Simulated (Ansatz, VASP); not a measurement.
Si in VASP and in Ansatz

File INCAR:

```
  ALGO = Normal
  EDIFF = 1E-6
  ENCUT = 520
  GGA = PE
  ISIF = 2
  ISMEAR = -5
  LASPH = True
  LCHARG = False
  LREAL = False
  LWAVE = False
  NBANDS = 11
  NELM = 60
  PREC = Accurate
  SIGMA = 0.1
```

File KPOINTS:

```
k-points
0
Gamma
  11 11 11
```

The input POSCAR:

```
Si
1.0
    0.0000000000      2.7154700000      2.7154700000
    2.7154700000      0.0000000000      2.7154700000
    2.7154700000      2.7154700000      0.0000000000
Si
2
Direct
    0.5000000000      0.5000000000      0.5000000000
    0.7500000000      0.7500000000      0.7500000000
```

Input for Ansatz:

```yaml
crystal:
  lattice:
    - [0.0, 2.71547, 2.71547]
    - [2.71547, 0.0, 2.71547]
    - [2.71547, 2.71547, 0.0]
  atoms:
    - { symbol: Si, position: [0.5, 0.5, 0.5] }
    - { symbol: Si, position: [0.75, 0.75, 0.75] }
kpoints:
  mp_grid: { grid: [11, 11, 11] }
scf:
  occupations: { method: tetrahedron }
hamiltonian:
  xc: pbe
  pseudopotentials: { kind: all_electron, lapw: { basis_error: 0.00025 } }
output:
  forces: true
  stress: true
  eigenvalues: true
```

Alike in both runs: task single point; functional PBE; k mesh 11 × 11 × 11; occupations tetrahedron; no spin polarisation.

|  | VASP | Ansatz |
| --- | --- | --- |
| version | VASP 6.6.1 | Ansatz 0.2.0 |
| potentials or method | VASP PAW PBE potentials, release 64 (Si), cutoff 520 eV | all-electron LAPW, scalar-relativistic |

VASP gave:

```
gap on the k mesh at the Fermi level (eV) : 0.60
pressure (GPa)                            : 1.9
```

**Question.** Estimate Ansatz's values.

**Answer.** gap on the k mesh at the Fermi level (eV): 0.60; pressure (GPa): 2.0.

Ansatz ran all-electron here, and VASP with PAW potentials. Ansatz's warnings: band table not solved further, tetrahedron derivatives may miss energy slope.
